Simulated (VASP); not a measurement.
# TiB (Pnma) in VASP: a series of runs

Runs on TiB. Level: PBEsol. Tasks: single point.

All numbers are computed with VASP 6.6.1; they aren't measurements. Logs are shortened: lines on timing, memory, paths and dates and some standing lists are left out, and cuts for length are marked.

### Step 1. The cell of the first run

Symmetry: Pnma, No. 62, orthorhombic system. Conventional cell: a = 5.996 Å, b = 3.005 Å, c = 4.478 Å, α = 90.00°, β = 90.00°, γ = 90.00°. Ti (site symmetry m) has 7 B at 2.31 to 2.49 Å and 10 Ti at 2.82 to 3.21 Å within 3.3 Å. B (site symmetry m) has 2 B at 1.79 Å and 7 Ti at 2.31 to 2.49 Å within 2.5 Å.

### Step 2. Single point, PBEsol (10.09 Å³/atom)

Contents of INCAR:

```
  PREC = Accurate
  ENCUT = 520
  EDIFF = 1E-6
  ISMEAR = 0
  SIGMA = 0.1
  LREAL = False
  LASPH = True
  NELM = 80
  ALGO = Fast
  ISIF = 2
  LWAVE = False
  LCHARG = False
  GGA = PS
  NBANDS = 40
```

Contents of KPOINTS:

```
regular mesh
0
Gamma
  6 12 8
```

Contents of POSCAR:

```
TiB
1.0
    5.9955800210      0.0000000000      0.0000000000
    0.0000000000      3.0051508853      0.0000000000
    0.0000000000      0.0000000000      4.4782485345
Ti B
4 4
Direct
    0.1770666393      0.2500000000      0.1212749087
    0.8229333607      0.7500000000      0.8787250913
    0.3229333607      0.7500000000      0.6212749087
    0.6770666393      0.2500000000      0.3787250913
    0.0305059448      0.2500000000      0.6010551761
    0.9694940552      0.7500000000      0.3989448239
    0.4694940552      0.7500000000      0.1010551761
    0.5305059448      0.2500000000      0.8989448239
```

Potentials or basis: VASP PAW PBE potentials, release 64 (Ti_sv, B).

Run with:

```sh
$ cat potpaw_PBE.64/Ti_sv/POTCAR potpaw_PBE.64/B/POTCAR > POTCAR
$ mpirun -np 1 vasp_std > vasp.out
```

OUTCAR:

```text
PREC = Accurate
   ENCUT = 520
   EDIFF = 1E-6
   ISMEAR = 0
   LREAL = False
   LASPH = True
   NELM = 80
   ISIF = 2
   GGA = PS

 ion  position               nearest neighbor table
   1  0.177  0.250  0.121-   7 2.31   7 2.31   6 2.31   6 2.31   5 2.32   8 2.34   5 2.49   2 2.82
                             2 2.82   3 2.83   3 2.83   3 2.83   3 2.83
   2  0.823  0.750  0.879-   8 2.31   8 2.31   5 2.31   5 2.31   6 2.32   7 2.34   6 2.49   1 2.82
                             1 2.82   4 2.83   4 2.83   4 2.83   4 2.83
   3  0.323  0.750  0.621-   5 2.31   5 2.31   8 2.31   8 2.31   7 2.32   6 2.34   7 2.49   4 2.82
                             4 2.82   1 2.83   1 2.83   1 2.83   1 2.83
   4  0.677  0.250  0.379-   6 2.31   6 2.31   7 2.31   7 2.31   8 2.32   5 2.34   8 2.49   3 2.82
                             3 2.82   2 2.83   2 2.83   2 2.83   2 2.83
   5  0.031  0.250  0.601-   6 1.79   6 1.79   3 2.31   3 2.31   2 2.31   2 2.31   1 2.32   4 2.34
                             1 2.49
   6  0.969  0.750  0.399-   5 1.79   5 1.79   4 2.31   4 2.31   1 2.31   1 2.31   2 2.32   3 2.34
                             2 2.49
   7  0.469  0.750  0.101-   8 1.79   8 1.79   1 2.31   1 2.31   4 2.31   4 2.31   3 2.32   2 2.34
                             3 2.49
   8  0.531  0.250  0.899-   7 1.79   7 1.79   2 2.31   2 2.31   3 2.31   3 2.31   4 2.32   1 2.34
                             4 2.49

  LATTYP: Found a simple orthorhombic cell.
 ALAT       =     3.0051508853
 B/A-ratio  =     1.4901909107
 C/A-ratio  =     1.9951011613

  Lattice vectors:

 A1 = (   0.0000000000,   3.0051508853,   0.0000000000)
 A2 = (   0.0000000000,   0.0000000000,   4.4782485345)
 A3 = (   5.9955800210,   0.0000000000,   0.0000000000)

Analysis of symmetry for initial positions (statically):
=====================================================================
 Subroutine PRICEL returns:
 Original cell was already a primitive cell.

 Routine SETGRP: Setting up the symmetry group for a
 simple orthorhombic supercell.

 Subroutine GETGRP returns: Found  8 space group operations
 (whereof  2 operations were pure point group operations)
 out of a pool of  8 trial point group operations.

The static configuration has the point symmetry S_2 .
 The point group associated with its full space group is D_2h.

Analysis of symmetry for dynamics (positions and initial velocities):
=====================================================================
 Subroutine PRICEL returns:
 Original cell was already a primitive cell.

 Routine SETGRP: Setting up the symmetry group for a
 simple orthorhombic supercell.

 Subroutine GETGRP returns: Found  8 space group operations
 (whereof  2 operations were pure point group operations)
 out of a pool of  8 trial point group operations.

The dynamic configuration has the point symmetry S_2 .
 The point group associated with its full space group is D_2h.

 Subroutine INISYM returns: Found  8 space group operations
 (whereof  2 operations are pure point group operations),
 and found     1 'primitive' translations

----------------------------------------------------------------------------------------

                                     Primitive cell

  volume of cell :      80.6874

  direct lattice vectors                    reciprocal lattice vectors
     5.995580021  0.000000000  0.000000000     0.166789534  0.000000000  0.000000000
     0.000000000  3.005150885  0.000000000     0.000000000  0.332761994  0.000000000
     0.000000000  0.000000000  4.478248534     0.000000000  0.000000000  0.223301586

  length of vectors
     5.995580021  3.005150885  4.478248534     0.166789534  0.332761994  0.223301586

  position of ions in fractional coordinates (direct lattice)
     0.177066639  0.250000000  0.121274909
     0.822933361  0.750000000  0.878725091
     0.322933361  0.750000000  0.621274909
     0.677066639  0.250000000  0.378725091
     0.030505945  0.250000000  0.601055176
     0.969494055  0.750000000  0.398944824
     0.469494055  0.750000000  0.101055176
     0.530505945  0.250000000  0.898944824

  ion indices of the primitive-cell ions
   primitive index   ion index
                 1           1
                 2           2
                 3           3
                 4           4
                 5           5
                 6           6
                 7           7
                 8           8

----------------------------------------------------------------------------------------

 KPOINTS: regular mesh

Automatic generation of k-mesh.
 Grid dimensions read from file:
 generate k-points for:    6   12    8

 Generating k-lattice:

  Cartesian coordinates                     Fractional coordinates (reciprocal lattice)
     0.027798256  0.000000000  0.000000000     0.166666667  0.000000000  0.000000000
     0.000000000  0.027730166  0.000000000     0.000000000  0.083333333  0.000000000
     0.000000000  0.000000000  0.027912698     0.000000000  0.000000000  0.125000000

  Length of vectors
     0.027798256  0.027730166  0.027912698

  Shift w.r.t. Gamma in fractional coordinates (k-lattice)
     0.000000000  0.000000000  0.000000000

 Subroutine IBZKPT returns following result:
 ===========================================

 Found    140 irreducible k-points:

 Following reciprocal coordinates:
            Coordinates               Weight
  0.000000  0.000000  0.000000      1.000000
  0.166667  0.000000  0.000000      2.000000
  0.333333  0.000000  0.000000      2.000000
  0.500000  0.000000  0.000000      1.000000
  0.000000  0.083333  0.000000      2.000000
  0.166667  0.083333  0.000000      4.000000
[... 16 lines left out ...]
  0.333333  0.416667  0.000000      4.000000
  0.500000  0.416667  0.000000      2.000000
 [... further k-points ...]
   k-points           NKPTS =    140   k-points in BZ     NKDIM =    140   number of bands    NBANDS=     40
   number of dos      NEDOS =    301   number of ions     NIONS =      8
   total plane-waves  NPLWV =  41472
   dimension x,y,z NGX =    48 NGY =   24 NGZ =   36
   dimension x,y,z NGXF=    96 NGYF=   48 NGZF=   72
   ions per type =               4   4
   NGX,Y,Z   is equivalent  to a cutoff of  13.31, 13.28, 13.36 a.u.
   NGXF,Y,Z  is equivalent  to a cutoff of  26.62, 26.55, 26.73 a.u.
 SYSTEM =  unknown system
   PREC   = accura    normal or accurate (medium, high low for compatibility)
   ISTART =      0    job   : 0-new  1-cont  2-samecut
   ICHARG =      2    charge: 1-file 2-atom 10-const
   ISPIN  =      1    spin polarized calculation?
   LNONCOLLINEAR =      F non collinear calculations
   LSORBIT =      F    spin-orbit coupling
   LASPH  =      T    aspherical Exc in radial PAW
   ENCUT  =  520.0 eV  38.22 Ry    6.18 a.u.  11.15  5.59  8.33*2*pi/ulx,y,z
   NELM   =     80;   NELMIN=  2; NELMDL= -5     # of ELM steps
   EDIFF  = 0.1E-05   stopping-criterion for ELM
   LREAL  =      F    real-space projection
   EDIFFG = 0.1E-04   stopping-criterion for IOM
   NSW    =      0    number of steps for IOM
   IBRION =     -1    ionic relax: 0-MD 1-quasi-New 2-CG
   NFREE  =      0    steps in history (QN), initial steepest desc. (CG)
   ISIF   =      2    stress and relaxation
   ISYM   =      2    0-nonsym 1-usesym 2-fastsym
   POTIM  = 0.5000    time-step for ionic-motion
   TEBEG  =    0.0;   TEEND  =   0.0 temperature during run
   PSTRESS=    0.0 pullay stress
   NELECT =      60.0000    total number of electrons
   NUPDOWN=      -1.0000    fix difference up-down
   EMIN   =  10.00;   EMAX   =-10.00  energy-range for DOS
   EFERMI =   0.00;   METHOD = LEGACY
   ISMEAR =     0;   SIGMA  =   0.10  broadening in eV -4-tet -1-fermi 0-gaus
   EFERMI_NEDOS =   21; number of points for ismear=-14 and -15
   IALGO  =     68    algorithm
   IMIX   =      4    mixing-type and parameters
     AMIX     =   0.40;   BMIX     =  1.00
     AMIX_MAG =   1.60;   BMIX_MAG =  1.00
  volume/ion in A,a.u.               =      10.09        68.06
  Fermi-wavevector in a.u.,A,eV,Ry     =   1.483167  2.802779 29.929879  2.199784
  Thomas-Fermi vector in A             =   2.596862
   LORBIT       =      0    0 simple, 1 ext, 2 COOP (PROOUT), +10 PAW based schemes
   GGA     = PS    functional components
   LHFCALC =     F    Hartree Fock is set to
   AEXX    =    0.0000 exact exchange contribution
   IVDW    =     0    specifies the selected vdW correction
   LEPSILON=     F    determine dielectric tensor
   LRPA    =     F    only Hartree local field effects (RPA)
 non-spin polarized calculation
 RMM-DIIS sequential band-by-band and
 Gauss-broadening in eV      SIGMA  =   0.10
  energy-cutoff  :      520.00
  volume of cell :       80.69
 maximum number of plane-waves:      2202
 NGX is ok and might be reduce to    48
   NGX = 23   NGY = 11   NGZ = 17

 number of electron      59.9999989 magnetization

 Free energy of the ion-electron system (eV)
  ---------------------------------------------------
  ext. energy  EPLUGINS =         0.00000000
  ---------------------------------------------------
  free energy    TOTEN  =       -68.56475418 eV

  energy without entropy =      -68.54592680  energy(sigma->0) =      -68.55534049

 E-fermi :   9.1484     XC(G=0): -12.7516

 val. band max:        9.1468595554   @ k =   0.0000   0.0000   0.2500
 cond. band min:       9.1485382489   @ k =   0.1667   0.0833   0.2500
 fundamental gap:      0.0016786935
 Fermi energy:         9.1483723001

 k-point     1 :       0.0000    0.0000    0.0000
  band No.  band energies     occupation
      1     -46.7518      2.00000
      2     -46.6770      2.00000
      3     -46.6208      2.00000
      4     -46.5743      2.00000
      5     -23.3729      2.00000
      6     -23.3641      2.00000
[... 32 lines left out ...]
     39      12.3714      0.00000
     40      14.2481      0.00000

 k-point     2 :       0.1667    0.0000    0.0000
  band No.  band energies     occupation
      1     -46.7481      2.00000
      2     -46.6854      2.00000
      3     -46.6143      2.00000
      4     -46.5761      2.00000
      5     -23.3760      2.00000
      6     -23.3694      2.00000
[... 939 lines left out ...]
  band No.  band energies     occupation
      1     -46.6453      2.00000
      2     -46.6453      2.00000
      3     -46.6110      2.00000
      4     -46.6110      2.00000
      5     -23.2767      2.00000
      6     -23.2767      2.00000
[... 32 lines left out ...]
     39      12.9683      0.00000
     40      12.9738      0.00000

 [... further k-points ...]

------------------------ aborting loop because EDIFF is reached ----------------------------------------

  FORCE on cell =-STRESS in cart. coord.  units (eV):
  Direction    XX          YY          ZZ          XY          YZ          ZX
  --------------------------------------------------------------------------------------
  -------------------------------------------------------------------------------------
  Total        3.6495627      3.5975068      3.5771883      0.0000000      0.0000000      0.0000000
  in kB       72.4679085     71.4342570     71.0307998      0.0000000      0.0000000      0.0000000
  external PRESSURE =      71.6443218 kB  Pullay stress =       0.0000000 kB

 VOLUME and BASIS-vectors are now :
 -----------------------------------------------------------------------------
  energy-cutoff  :      520.00
  volume of cell :       80.69
      direct lattice vectors                 reciprocal lattice vectors
     5.995580021  0.000000000  0.000000000     0.166789534  0.000000000  0.000000000
     0.000000000  3.005150885  0.000000000     0.000000000  0.332761994  0.000000000
     0.000000000  0.000000000  4.478248534     0.000000000  0.000000000  0.223301586

 POSITION                                       TOTAL-FORCE (eV/Angst)
 -----------------------------------------------------------------------------------
      1.06162      0.75129      0.54310        -0.007359      0.000000     -0.008558
      4.93396      2.25386      3.93515         0.007359      0.000000      0.008558
      1.93617      2.25386      2.78222         0.007359      0.000000     -0.008558
      4.05941      0.75129      1.69603        -0.007359      0.000000      0.008558
      0.18290      0.75129      2.69167         0.003923      0.000000      0.006150
      5.81268      2.25386      1.78657        -0.003923     -0.000000     -0.006150
      2.81489      2.25386      0.45255        -0.003923      0.000000      0.006150
      3.18069      0.75129      4.02570         0.003923      0.000000     -0.006150
 -----------------------------------------------------------------------------------
    total drift:                               -0.000000      0.000000      0.000000

  FREE ENERGIE OF THE ION-ELECTRON SYSTEM (eV)
  ---------------------------------------------------
  free  energy   TOTEN  =       -68.5647541831 eV

  energy  without entropy=      -68.5459268040  energy(sigma->0) =      -68.55534049
```

Run time: 52 min. Hardware: 1 thread of Oxide Virtual Turin-like, shared host; peak memory 0.41 GiB.

Results:

| Property | Result |
| --- | --- |
| Free energy | -68.5648 eV |
| Pressure | 7.2 GPa |
| Largest force | 0.011 eV/Å |
| Band gap on the k mesh | zero (bands 30 and 31 overlap by 1.78 eV) |

Forces on the atoms (eV/Å):
```
Ti  -0.007  0.000 -0.009
Ti   0.007  0.000  0.009
Ti   0.007  0.000 -0.009
Ti  -0.007  0.000  0.009
B    0.004  0.000  0.006
B   -0.004  0.000 -0.006
B   -0.004  0.000  0.006
B    0.004  0.000 -0.006
```

Stress tensor (GPa, compression positive):
```
7.25 0.00 0.00
0.00 7.14 0.00
0.00 0.00 7.10
```

Caveat: the cell stands under pressure; the PAW data sets were made with another functional, which shifts forces and pressure a little.

### Step 3. Single point, PBEsol

This run uses another cell than the first one, of 10.40 Å³/atom.

Contents of INCAR:

```
ALGO = Fast ; EDIFF = 1E-6
ENCUT = 520 ; GGA = PS
ISIF = 2 ; ISMEAR = 0
LASPH = T ; LCHARG = F
LREAL = F ; LWAVE = F
NBANDS = 40 ; NELM = 80
PREC = Accurate ; SIGMA = 0.1
```

Contents of KPOINTS:

```
k-points
0
Gamma
  6 12 8
```

Contents of POSCAR:

```
TiB
1.0
    6.0586344547      0.0000000000      0.0000000000
    0.0000000000      3.0329951655      0.0000000000
    0.0000000000      0.0000000000      4.5267600650
Ti B
4 4
Direct
    0.1773861336      0.2500000000      0.1220126270
    0.8226138664      0.7500000000      0.8779873730
    0.3226138664      0.7500000000      0.6220126270
    0.6773861336      0.2500000000      0.3779873730
    0.0301911764      0.2500000000      0.6000783173
    0.9698088236      0.7500000000      0.3999216827
    0.4698088236      0.7500000000      0.1000783173
    0.5301911764      0.2500000000      0.8999216827
```

Potentials or basis: VASP PAW PBE potentials, release 64 (Ti_sv, B).

Run with:

```sh
$ cat potpaw_PBE.64/Ti_sv/POTCAR potpaw_PBE.64/B/POTCAR > POTCAR
$ mpirun -np 1 vasp_std > vasp.out
```

Run time: 57 min. Hardware: 1 thread of Oxide Virtual Turin-like, shared host; peak memory 0.42 GiB.

The run converged. Its results:

```yaml
Free_energy: -68.6212 eV
Pressure: 0.1 GPa
Largest_force: 0.009 eV/Å
Band_gap_on_the_k_mesh: zero (bands 30 and 31 overlap by 1.72 eV)
```

Forces on the atoms (eV/Å):
```
Ti  -0.005  0.000 -0.008
Ti   0.005  0.000  0.008
Ti   0.005  0.000 -0.008
Ti  -0.005  0.000  0.008
B    0.002  0.000  0.007
B   -0.002  0.000 -0.007
B   -0.002  0.000  0.007
B    0.002  0.000 -0.007
```

Levels at points of the mesh, in eV from the Fermi level:
```csv
k point,band 28,band 29,band 30,band 31,band 32,band 33
"(0.00, 0.00, 0.00)",-0.64,0.63,0.81,0.95,1.25,1.53
"(0.50, 0.00, 0.00)",-1.11,0.48,0.48,0.83,0.83,1.78
"(0.00, 0.50, 0.00)",-1.93,-0.84,-0.84,-0.33,-0.33,3.06
"(0.50, 0.50, 0.00)",-1.94,-0.70,-0.70,-0.70,-0.70,3.35
"(0.00, 0.00, 0.50)",-0.91,-0.08,-0.08,1.64,1.64,2.12
"(0.50, 0.00, 0.50)",-1.19,0.28,0.28,1.09,1.09,2.00
"(0.00, 0.50, 0.50)",-1.32,0.07,0.07,0.61,0.61,1.07
"(0.50, 0.50, 0.50)",-1.68,-0.46,-0.46,-0.46,-0.46,2.56
```

Caveat: the PAW data sets were made with another functional, which shifts forces and pressure a little.

(Part 1 of 2 ends here.)
